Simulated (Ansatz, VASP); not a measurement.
**FeI3 in VASP and in Ansatz**

```xyz
8
Lattice="5.5964 0.0000 5.5964 0.0000 5.5964 5.5964 0.0000 0.0000 11.1928" Properties=species:S:1:pos:R:3 pbc="T T T"
Fe    0.0000    0.0000    0.0000
Fe    0.0000    0.0000    5.5964
I     2.7982    0.0000   11.1928
I     0.0000    0.0000    2.7982
I     0.0000    2.7982   11.1928
I     2.7982    0.0000    5.5964
I     0.0000    0.0000    8.3946
I     0.0000    2.7982    5.5964
```

Alike in both runs: functional PBE; k mesh 6 × 6 × 3; occupations gaussian, width 0.05 eV; collinear spin.

Ansatz relaxed the structure, and its values are those at the end. VASP's run is a single point on that final structure, the one shown.

|  | VASP | Ansatz |
| --- | --- | --- |
| version | VASP 6.6.1 | Ansatz 0.2.0 |
| potentials or method | VASP PAW PBE potentials, release 64 (Fe, I), cutoff 520 eV | scalar-relativistic, plane waves, PAW |
| valence electrons in the cell | 58 | 134 |

VASP gave:

```
gap on the k mesh at the Fermi level (eV)                     : none
pressure (GPa)                                                : -0.9
net moment per atom (μB)                                      : 0.00
size of the moment on the site where the two differ most (μB) : 3.36
```

**Question.** What did Ansatz give for the same quantities?

**Answer.** gap on the k mesh at the Fermi level (eV): none; pressure (GPa): -0.9; net moment per atom (μB): 0.00; size of the moment on the site where the two differ most (μB): 3.42.

Site moments also hang on the region over which each program counts them. A gap of «none» marks a metal or a gap that the smearing closes. The functional is the same, so the differences come from potentials, cutoffs and numerics. VASP's potentials hold 58 valence electrons a cell and Ansatz's 134, so a difference there can come from the potentials and not from the codes. Ansatz's warnings: stress scf threshold loose, xc potential rough in thin density.

Neither program's run includes spin-orbit coupling.
